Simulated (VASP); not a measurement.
Set up this calculation in VASP 6.6.1, as the native input.

| Property | Result |
| --- | --- |
| Task | single point |
| Functional | LDA |
| Potentials or basis | VASP PAW LDA potentials, release 64 (H) |
| Cutoff | 520 eV |
| k mesh | 6 × 6 × 6 |
| Occupations | gaussian, width 0.05 eV |
| Spin | no spin polarisation |
| Dipole correction | no |
| Further INCAR settings | ALGO = Normal; EDIFF = 1e-06; NBANDS = 10 |

The structure of H lies in POSCAR:

```
H
1.0
    2.6234813799     -2.5669048168      0.0000000000
    2.6234813799      2.5669048168      0.0000000000
    0.0000000000      0.0000000000      4.1418180000
H
4
Direct
    0.8961196953     -0.0104715647      0.1409408510
    0.4532956300      0.5467043700      0.4314911100
    0.5467043700      0.4532956300      0.5685088900
    0.0467043700      0.9532956300      0.9314911100
```

This cell differs from its parent crystal: atom 1 (H) moved by (-0.300, +0.300) A along x and z.

One way to write it, as run:

INCAR

```
SYSTEM = H
PREC = Accurate ; ENCUT = 520
EDIFF = 1E-6 ; ISMEAR = 0
SIGMA = 0.05 ; LREAL = .FALSE.
LASPH = .TRUE. ; NELM = 80
ALGO = Normal ; ISIF = 2
LWAVE = .FALSE. ; LCHARG = .FALSE.
GGA = CA ; NBANDS = 10
```

KPOINTS

```
regular mesh
0
G
  6 6 6
  0 0 0
```

Potentials or basis: VASP PAW LDA potentials, release 64 (H).

Command:

```bash
$ cat potpaw_LDA.64/H/POTCAR > POTCAR
$ mpirun -np 1 vasp_std > vasp.out
```

It gave:

```json
{
  "Pressure": "-4.1 GPa",
  "Largest force": "3.977 eV/Å",
  "Band gap on the k mesh": "6.46 eV, indirect (least direct gap 6.75 eV)"
}
```

Caveat: the cell differs from its parent crystal (atom 1 (H) moved by (-0.300, +0.300) A along x and z); forces of over 1 eV/Å act on the atoms, so gaps and moduli don't describe the material at rest.

It took 36 s on 1 thread of Intel(R) Xeon(R) Platinum 8488C (Sapphire Rapids), with other jobs on the host, peak memory 0.16 GiB.
